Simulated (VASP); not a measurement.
# NaH (P6_3/mmc) in VASP: a series of runs

The runs below take NaH through single point, with PBE.

Program: VASP 6.6.1. These are calculated values, not measurements. Logs are shortened: lines on timing, memory, paths and dates and some standing lists are left out, and cuts for length are marked.

## (1) The cell of the first run

The structure is hexagonal, space group P6_3/mmc (No. 194). The conventional cell has a = 3.953 Å, b = 3.953 Å, c = 4.828 Å, α = 90.00°, β = 90.00°, γ = 120.00°. Within 3.0 Å of Na (site symmetry -6m2) lie 5 H at 2.28 to 2.41 Å. H (site symmetry -6m2) has 5 Na at 2.28 to 2.41 Å within 3.0 Å.

## (2) Single point, PBE

File INCAR:

```
ALGO = Normal ; EDIFF = 1E-6
ENCUT = 500 ; GGA = PE
GGA_COMPAT = F ; ISIF = 2
ISMEAR = 1 ; LASPH = T
LCHARG = F ; LREAL = F
LWAVE = F ; NBANDS = 16
NELM = 120 ; PREC = Accurate
SIGMA = 0.001
```

File KPOINTS:

```
k-points
0
Gamma
  6 6 4
```

File POSCAR:

```
NaH
1.0
    3.9533072863      0.0000000000      0.0000000000
   -1.9766536431      3.4236645389      0.0000000000
    0.0000000000      0.0000000000      4.8283237758
Na H
2 2
Direct
    0.3333333333      0.6666666667      0.2500000000
    0.6666666667      0.3333333333      0.7500000000
    0.6666666667      0.3333333333      0.2500000000
    0.3333333333      0.6666666667      0.7500000000
```

Potentials or basis: VASP PAW PBE potentials, release 64 (Na_pv, H).

Command:

```sh
cat potpaw_PBE.64/Na_pv/POTCAR potpaw_PBE.64/H/POTCAR > POTCAR
mpirun -np 1 vasp_std > vasp.out
```

OUTCAR:

```text
EDIFF = 1E-6
   ENCUT = 500
   GGA = PE
   ISIF = 2
   ISMEAR = 1
   LASPH = T
   LREAL = F
   NELM = 120
   PREC = Accurate

 ion  position               nearest neighbor table
   1  0.333  0.667  0.250-
   2  0.667  0.333  0.750-
   3  0.667  0.333  0.250-
   4  0.333  0.667  0.750-

  LATTYP: Found a hexagonal cell.
 ALAT       =     3.9533072863
 C/A-ratio  =     1.2213378385

  Lattice vectors:

 A1 = (   3.9533072863,   0.0000000000,   0.0000000000)
 A2 = (  -1.9766536431,   3.4236645389,   0.0000000000)
 A3 = (   0.0000000000,   0.0000000000,   4.8283237758)

Analysis of symmetry for initial positions (statically):
=====================================================================
 Subroutine PRICEL returns:
 Original cell was already a primitive cell.

 Routine SETGRP: Setting up the symmetry group for a
 hexagonal supercell.

 Subroutine GETGRP returns: Found 24 space group operations
 (whereof 12 operations were pure point group operations)
 out of a pool of 24 trial point group operations.

The static configuration has the point symmetry D_3d.
 The point group associated with its full space group is D_6h.

Analysis of symmetry for dynamics (positions and initial velocities):
=====================================================================
 Subroutine PRICEL returns:
 Original cell was already a primitive cell.

 Routine SETGRP: Setting up the symmetry group for a
 hexagonal supercell.

 Subroutine GETGRP returns: Found 24 space group operations
 (whereof 12 operations were pure point group operations)
 out of a pool of 24 trial point group operations.

The dynamic configuration has the point symmetry D_3d.
 The point group associated with its full space group is D_6h.

 Subroutine INISYM returns: Found 24 space group operations
 (whereof 12 operations are pure point group operations),
 and found     1 'primitive' translations

----------------------------------------------------------------------------------------

                                     Primitive cell

  volume of cell :      65.3504

  direct lattice vectors                    reciprocal lattice vectors
     3.953307286  0.000000000  0.000000000     0.252952763  0.146042346  0.000000000
    -1.976653643  3.423664539  0.000000000     0.000000000  0.292084691  0.000000000
     0.000000000  0.000000000  4.828323776     0.000000000  0.000000000  0.207111214

  length of vectors
     3.953307286  3.953307286  4.828323776     0.292084691  0.292084691  0.207111214

  position of ions in fractional coordinates (direct lattice)
     0.333333333  0.666666667  0.250000000
     0.666666667  0.333333333  0.750000000
     0.666666667  0.333333333  0.250000000
     0.333333333  0.666666667  0.750000000

  ion indices of the primitive-cell ions
   primitive index   ion index
                 1           1
                 2           2
                 3           3
                 4           4

----------------------------------------------------------------------------------------

 KPOINTS: k-points

Automatic generation of k-mesh.
 Grid dimensions read from file:
 generate k-points for:    6    6    4

 Generating k-lattice:

  Cartesian coordinates                     Fractional coordinates (reciprocal lattice)
     0.042158794  0.024340391  0.000000000     0.166666667  0.000000000  0.000000000
     0.000000000  0.048680782  0.000000000     0.000000000  0.166666667  0.000000000
     0.000000000  0.000000000  0.051777804     0.000000000  0.000000000  0.250000000

  Length of vectors
     0.048680782  0.048680782  0.051777804

  Shift w.r.t. Gamma in fractional coordinates (k-lattice)
     0.000000000  0.000000000  0.000000000

 Subroutine IBZKPT returns following result:
 ===========================================

 Found     21 irreducible k-points:

 Following reciprocal coordinates:
            Coordinates               Weight
  0.000000  0.000000  0.000000      1.000000
  0.166667  0.000000  0.000000      6.000000
  0.333333  0.000000  0.000000      6.000000
  0.500000  0.000000  0.000000      3.000000
  0.166667  0.166667  0.000000      6.000000
  0.333333  0.166667  0.000000     12.000000
[... 13 lines left out ...]
  0.333333  0.166667  0.500000     12.000000
  0.333333  0.333333  0.500000      2.000000
   k-points           NKPTS =     21   k-points in BZ     NKDIM =     21   number of bands    NBANDS=     16
   number of dos      NEDOS =    301   number of ions     NIONS =      4
   total plane-waves  NPLWV =  32400
   dimension x,y,z NGX =    30 NGY =   30 NGZ =   36
   dimension x,y,z NGXF=    60 NGYF=   60 NGZF=   72
   ions per type =               2   2
   NGX,Y,Z   is equivalent  to a cutoff of  12.62, 12.62, 12.40 a.u.
   NGXF,Y,Z  is equivalent  to a cutoff of  25.23, 25.23, 24.79 a.u.
 SYSTEM =  unknown system
   PREC   = accura    normal or accurate (medium, high low for compatibility)
   ISTART =      0    job   : 0-new  1-cont  2-samecut
   ICHARG =      2    charge: 1-file 2-atom 10-const
   ISPIN  =      1    spin polarized calculation?
   LNONCOLLINEAR =      F non collinear calculations
   LSORBIT =      F    spin-orbit coupling
   LASPH  =      T    aspherical Exc in radial PAW
   ENCUT  =  500.0 eV  36.75 Ry    6.06 a.u.   7.21  7.21  8.80*2*pi/ulx,y,z
   NELM   =    120;   NELMIN=  2; NELMDL= -5     # of ELM steps
   EDIFF  = 0.1E-05   stopping-criterion for ELM
   LREAL  =      F    real-space projection
   EDIFFG = 0.1E-04   stopping-criterion for IOM
   NSW    =      0    number of steps for IOM
   IBRION =     -1    ionic relax: 0-MD 1-quasi-New 2-CG
   NFREE  =      0    steps in history (QN), initial steepest desc. (CG)
   ISIF   =      2    stress and relaxation
   ISYM   =      2    0-nonsym 1-usesym 2-fastsym
   POTIM  = 0.5000    time-step for ionic-motion
   TEBEG  =    0.0;   TEEND  =   0.0 temperature during run
   PSTRESS=    0.0 pullay stress
   NELECT =      16.0000    total number of electrons
   NUPDOWN=      -1.0000    fix difference up-down
   EMIN   =  10.00;   EMAX   =-10.00  energy-range for DOS
   EFERMI =   0.00;   METHOD = LEGACY
   ISMEAR =     1;   SIGMA  =   0.00  broadening in eV -4-tet -1-fermi 0-gaus
   EFERMI_NEDOS =   21; number of points for ismear=-14 and -15
   IALGO  =     38    algorithm
   IMIX   =      4    mixing-type and parameters
     AMIX     =   0.40;   BMIX     =  1.00
     AMIX_MAG =   1.60;   BMIX_MAG =  1.00
  volume/ion in A,a.u.               =      16.34       110.25
  Fermi-wavevector in a.u.,A,eV,Ry     =   1.024154  1.935371 14.271045  1.048892
  Thomas-Fermi vector in A             =   2.157926
   LORBIT       =      0    0 simple, 1 ext, 2 COOP (PROOUT), +10 PAW based schemes
   GGA     = PE    functional components
   LHFCALC =     F    Hartree Fock is set to
   AEXX    =    0.0000 exact exchange contribution
   IVDW    =     0    specifies the selected vdW correction
   LEPSILON=     F    determine dielectric tensor
   LRPA    =     F    only Hartree local field effects (RPA)
 non-spin polarized calculation
 Methfessel and Paxton  Order N= 1 SIGMA  =   0.00
  energy-cutoff  :      500.00
  volume of cell :       65.35
 maximum number of plane-waves:      1683
 NGX is ok and might be reduce to    30
   NGX = 15   NGY = 15   NGZ = 17

 number of electron      16.0000017 magnetization

 Free energy of the ion-electron system (eV)
  ---------------------------------------------------
  ext. energy  EPLUGINS =         0.00000000
  ---------------------------------------------------
  free energy    TOTEN  =       -10.07267227 eV

  energy without entropy =      -10.07267227  energy(sigma->0) =      -10.07267227

 E-fermi :  -1.3342     XC(G=0):  -7.1039

 val. band max:       -1.4231090077   @ k =   0.1667   0.0000   0.0000
 cond. band min:       1.9052199274   @ k =   0.3333   0.3333   0.0000
 fundamental gap:      3.3283289351
 Fermi energy:        -1.3342219662

 k-point     1 :       0.0000    0.0000    0.0000
  band No.  band energies     occupation
      1     -23.7228      2.00000
      2     -23.6842      2.00000
      3     -23.6842      2.00000
      4     -23.6560      2.00000
      5     -23.6560      2.00000
      6     -23.6362      2.00000
[... 8 lines left out ...]
     15       9.2495      0.00000
     16      14.0585      0.00000

 k-point     2 :       0.1667    0.0000    0.0000
  band No.  band energies     occupation
      1     -23.7172      2.00000
      2     -23.6881      2.00000
      3     -23.6870      2.00000
      4     -23.6616      2.00000
      5     -23.6553      2.00000
      6     -23.6409      2.00000
[... 8 lines left out ...]
     15      11.3449      0.00000
     16      11.9366      0.00000

 k-point     3 :       0.3333    0.0000    0.0000
  band No.  band energies     occupation
      1     -23.7030      2.00000
      2     -23.6960      2.00000
      3     -23.6921      2.00000
      4     -23.6724      2.00000
      5     -23.6544      2.00000
      6     -23.6531      2.00000
[... 8 lines left out ...]
     15      10.7801      0.00000
     16      11.9921      0.00000

 k-point     4 :       0.5000    0.0000    0.0000
  band No.  band energies     occupation
      1     -23.7002      2.00000
      2     -23.6945      2.00000
      3     -23.6919      2.00000
      4     -23.6776      2.00000
      5     -23.6633      2.00000
      6     -23.6541      2.00000
[... 8 lines left out ...]
     15      10.4583      0.00000
     16      11.6523      0.00000
[... 267 lines left out ...]
 k-point    19 :       0.1667    0.1667    0.5000
  band No.  band energies     occupation
      1     -23.7089      2.00000
      2     -23.7089      2.00000
      3     -23.6740      2.00000
      4     -23.6740      2.00000
      5     -23.6520      2.00000
      6     -23.6520      2.00000
[... 8 lines left out ...]
     15      11.4985      0.00000
     16      11.4985      0.00000

 k-point    20 :       0.3333    0.1667    0.5000
  band No.  band energies     occupation
      1     -23.7184      2.00000
      2     -23.7184      2.00000
      3     -23.6775      2.00000
      4     -23.6775      2.00000
      5     -23.6466      2.00000
      6     -23.6466      2.00000
[... 8 lines left out ...]
     15      12.6708      0.00000
     16      12.6708      0.00000

 k-point    21 :       0.3333    0.3333    0.5000
  band No.  band energies     occupation
      1     -23.7197      2.00000
      2     -23.7197      2.00000
      3     -23.6813      2.00000
      4     -23.6813      2.00000
      5     -23.6441      2.00000
      6     -23.6441      2.00000
[... 8 lines left out ...]
     15      13.1662      0.00000
     16      13.1662      0.00000

------------------------ aborting loop because EDIFF is reached ----------------------------------------

  FORCE on cell =-STRESS in cart. coord.  units (eV):
  Direction    XX          YY          ZZ          XY          YZ          ZX
  --------------------------------------------------------------------------------------
  -------------------------------------------------------------------------------------
  Total        0.1122191      0.1122191      0.1568747      0.0000000     -0.0000000      0.0000000
  in kB        2.7512439      2.7512439      3.8460547      0.0000000     -0.0000000      0.0000000
  external PRESSURE =       3.1161808 kB  Pullay stress =       0.0000000 kB

 VOLUME and BASIS-vectors are now :
 -----------------------------------------------------------------------------
  energy-cutoff  :      500.00
  volume of cell :       65.35
      direct lattice vectors                 reciprocal lattice vectors
     3.953307286  0.000000000  0.000000000     0.252952763  0.146042346  0.000000000
    -1.976653643  3.423664539  0.000000000     0.000000000  0.292084691  0.000000000
     0.000000000  0.000000000  4.828323776     0.000000000  0.000000000  0.207111214

 POSITION                                       TOTAL-FORCE (eV/Angst)
 -----------------------------------------------------------------------------------
     -0.00000      2.28244      1.20708         0.000000     -0.000000      0.000000
      1.97665      1.14122      3.62124        -0.000000      0.000000      0.000000
      1.97665      1.14122      1.20708        -0.000000      0.000000      0.000000
     -0.00000      2.28244      3.62124        -0.000000     -0.000000      0.000000
 -----------------------------------------------------------------------------------
    total drift:                                0.000000     -0.000000      0.000000

  FREE ENERGIE OF THE ION-ELECTRON SYSTEM (eV)
  ---------------------------------------------------
  free  energy   TOTEN  =       -10.0726722744 eV

  energy  without entropy=      -10.0726722744  energy(sigma->0) =      -10.07267227
```

Wall time 33 s (1 thread of Intel Xeon 8259CL, shared host); peak memory 0.17 GiB.

Results:

| Quantity | Value |
| --- | --- |
| Free energy | -10.0727 eV |
| Pressure | 0.3 GPa |
| Band gap on the k mesh | 3.33 eV, indirect (least direct gap 4.24 eV) |

Levels at points of the mesh, in eV from the valence-band top:
| k point | band 6 | band 7 | band 8 | band 9 | band 10 | band 11 |
| --- | --- | --- | --- | --- | --- | --- |
| (0.00, 0.00, 0.00) | -22.21 | -3.34 | -0.02 | 4.91 | 7.97 | 10.30 |
| (0.50, 0.00, 0.00) | -22.23 | -1.51 | -0.61 | 3.87 | 7.55 | 7.61 |
| (0.00, 0.00, 0.50) | -22.25 | -2.02 | -2.02 | 6.94 | 6.94 | 11.07 |
| (0.50, 0.00, 0.50) | -22.22 | -0.82 | -0.82 | 3.96 | 3.96 | 8.52 |

## (3) Single point, PBE

File INCAR:

```
PREC = Accurate
ENCUT = 500
EDIFF = 1E-6
ISMEAR = -1
SIGMA = 0.001
LREAL = False
LASPH = True
NELM = 120
ALGO = Normal
ISIF = 2
LWAVE = False
LCHARG = True
GGA = PE
LELF = True
LVHAR = True
NBANDS = 16
GGA_COMPAT = False
```

File KPOINTS:

```
regular mesh
0
Gamma
  6 6 4
```

POSCAR is that of step 2.

Potentials or basis: VASP PAW PBE potentials, release 64 (Na_pv, H).

Command:

```sh
cat potpaw_PBE.64/Na_pv/POTCAR potpaw_PBE.64/H/POTCAR > POTCAR
mpirun -np 1 vasp_std > vasp.out
```

Run time: 36 s. Hardware: 1 thread of Intel Xeon 8259CL, shared host; peak memory 0.17 GiB.

Results (log left out):

```
Free energy            : -10.0727 eV
Pressure               : 0.3 GPa
Band gap on the k mesh : 3.33 eV, indirect (least direct gap 4.24 eV)
```

Stress tensor (GPa, compression positive):
```
0.28 0.00 0.00
0.00 0.28 0.00
0.00 0.00 0.38
```

Levels at points of the mesh, in eV from the valence-band top:
```
           k point  band 4  band 5  band 6  band 7  band 8  band 9  band 10  band 11  band 12  band 13
(0.00, 0.00, 0.00)  -22.23  -22.23  -22.21   -3.34   -0.02    4.91     7.97    10.30    10.30    10.65
(0.50, 0.00, 0.00)  -22.25  -22.24  -22.23   -1.51   -0.61    3.87     7.55     7.61     7.84     7.93
(0.00, 0.00, 0.50)  -22.25  -22.25  -22.25   -2.02   -2.02    6.94     6.94    11.07    11.07    11.07
(0.50, 0.00, 0.50)  -22.25  -22.22  -22.22   -0.82   -0.82    3.96     3.96     8.52     8.52     9.20
```

## (4) Single point, PBE

File INCAR:

```
SYSTEM = NaH
ALGO     = Normal         ! electronic algorithm
EDIFF    = 1E-6           ! SCF threshold, eV
ENCUT    = 500            ! plane-wave cutoff, eV
GGA      = PE             ! functional
GGA_COMPAT= .FALSE.      
ISIF     = 2              ! what is computed and relaxed
ISMEAR   = 0              ! smearing method
LASPH    = .TRUE.         ! aspherical terms in the spheres
LCHARG   = .FALSE.        ! write CHGCAR
LREAL    = .FALSE.        ! projectors in reciprocal space
LWAVE    = .FALSE.        ! write WAVECAR
NBANDS   = 16             ! bands
NELM     = 120            ! most SCF steps
PREC     = Accurate       ! precision mode
SIGMA    = 0.2            ! smearing width, eV
```

File KPOINTS:

```
k-points
0
G
  6 6 4
  0 0 0
```

POSCAR is that of step 3.

Command:

```sh
cat potpaw_PBE.64/Na_pv/POTCAR potpaw_PBE.64/H/POTCAR > POTCAR
mpirun -np 1 vasp_std > vasp.out
```

It took 36 s on 1 thread of Intel Xeon 8259CL, shared host; peak memory 0.17 GiB.

Results (log left out):

- Free energy: -10.0727 eV
- Pressure: 0.3 GPa
- Band gap on the k mesh: 3.33 eV, indirect (least direct gap 4.24 eV)

Stress tensor (GPa, compression positive):
```
0.28 0.00 0.00
0.00 0.28 0.00
0.00 0.00 0.38
```

Levels at points of the mesh, in eV from the valence-band top:
```tsv
k point	band 6	band 7	band 8	band 9	band 10	band 11
(0.00, 0.00, 0.00)	-22.21	-3.34	-0.02	4.91	7.97	10.30
(0.50, 0.00, 0.00)	-22.23	-1.51	-0.61	3.87	7.55	7.61
(0.00, 0.00, 0.50)	-22.25	-2.02	-2.02	6.94	6.94	11.07
(0.50, 0.00, 0.50)	-22.22	-0.82	-0.82	3.96	3.96	8.52
```

(Continued in part 2 of 2.)
